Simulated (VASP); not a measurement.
CaO:

```
Ca O
1.0
     0.00000    2.40356    2.40356
     2.40356    0.00000    2.40356
     2.40356    2.40356    0.00000
Ca O
1 1
Direct
  0.00000 0.00000 0.00000
  0.50000 0.50000 0.50000
```

```yaml
Program: VASP 6.6.1
Task: relaxation of cell and atoms
Functional: LDA
Potentials_or_basis: VASP PAW LDA potentials, release 64 (Ca_sv, O)
Cutoff: 600 eV
k_mesh: 8 × 8 × 8
Occupations: gaussian, width 0.02 eV
Spin: no spin polarisation
```

At the start: pressure -6.4 GPa; volume 13.89 Å³/atom.

Q: How do energy, volume and symmetry change on relaxing?

A: Over 3 steps the energy falls by 16.0 meV/atom and the volume is 13.12 Å³/atom (-5.5 %); space group Fm-3m (No. 225, to 0.1 Å) before and after.

Step by step:
```tsv
step	energy change (eV)	largest force (eV/Å)	pressure (GPa)	volume (Å³)
1	0.0000	0.0000	-6.40	27.77
2	-0.0254	0.0000	3.39	25.60
3	-0.0320	0.0000	0.00	26.25
```

Final structure:
```
Ca O
1.0
     0.00000    2.35876    2.35876
     2.35876    0.00000    2.35876
     2.35876    2.35876    0.00000
Ca O
1 1
Direct
  0.00000 0.00000 0.00000
  0.50000 0.50000 0.50000
```
